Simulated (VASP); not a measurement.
Set up this calculation in VASP 6.6.1, as the native input.

```yaml
Task: relaxation of the atoms
Functional: r2SCAN
Potentials_or_basis: VASP PAW PBE potentials, release 64 (W_sv, Se)
Cutoff: 520 eV
k_mesh: 12 × 12 × 2
Occupations: gaussian, width 0.02 eV
Spin: no spin polarisation
Dipole_correction: no
Further_INCAR_settings: ALGO = Normal; EDIFF = 1e-06; IBRION = 2; EDIFFG = -0.008; NSW = 60
```

The system is WSe2, a slab with vacuum.

```xyz
3
Lattice="3.3144 0.0000 0.0000 -1.6572 2.8703 0.0000 0.0000 0.0000 16.9918" Properties=species:S:1:pos:R:3 pbc="T T T"
W     0.0000    0.0000    0.0000
Se    0.0000    1.9135    1.6941
Se    0.0000    1.9135   15.2977
```

This cell differs from its parent crystal: strain along c alone, the other axes held: +2.0 %.

These files were run (other wordings do the same):

POSCAR

```
WSe2
1.0
    3.3143636060      0.0000000000      0.0000000000
   -1.6571818030      2.8703230802      0.0000000000
    0.0000000000      0.0000000000     16.9918495136
W Se
1 2
Direct
    0.0000000000      0.0000000000      0.0000000000
    0.3333333333      0.6666666667      0.0997031696
    0.3333333333      0.6666666667      0.9002968304
```

INCAR.step1

```
ALGO = Normal
EDIFF = 1E-4
ENCUT = 520
GGA = PE
ISMEAR = 0
LASPH = True
LCHARG = False
LREAL = False
LUSENCCL = False
LWAVE = True
NELM = 60
PREC = Accurate
SIGMA = 0.02
```

INCAR.step2

```
ALGO = Normal
EDIFF = 1E-6
EDIFFG = -0.008
ENCUT = 520
IBRION = 2
ISIF = 2
ISMEAR = 0
ISTART = 1
LASPH = True
LCHARG = False
LMIXTAU = True
LREAL = False
LUSENCCL = False
LWAVE = False
METAGGA = R2SCAN
NELM = 60
NSW = 60
PREC = Accurate
SIGMA = 0.02
```

KPOINTS

```
k-points
0
Gamma
  12 12 2
```

Potentials or basis: VASP PAW PBE potentials, release 64 (W_sv, Se).

The run is started by

```bash
$ cat potpaw_PBE.64/W_sv/POTCAR potpaw_PBE.64/Se/POTCAR > POTCAR
$ cp INCAR.step1 INCAR
$ mpirun -np 1 vasp_std > vasp.out
$ cp INCAR.step2 INCAR
$ mpirun -np 1 vasp_std > vasp.out
```

It gave:

```json
{
 "Energy gained by relaxing": "5.6 meV/atom",
 "Ionic steps": "3",
 "Band gap on the k mesh": "1.65 eV, direct"
}
```

Caveat: the cell differs from its parent crystal (strain along c alone, the other axes held: +2.0 %); spin-orbit coupling is left out, which moves the levels of the heavy elements.

It took 2.2 min on 1 × NVIDIA H100 80GB with 1 thread of AMD EPYC 7R13 Processor (Zen 3), on a shared host, peak memory 1.4 GiB.
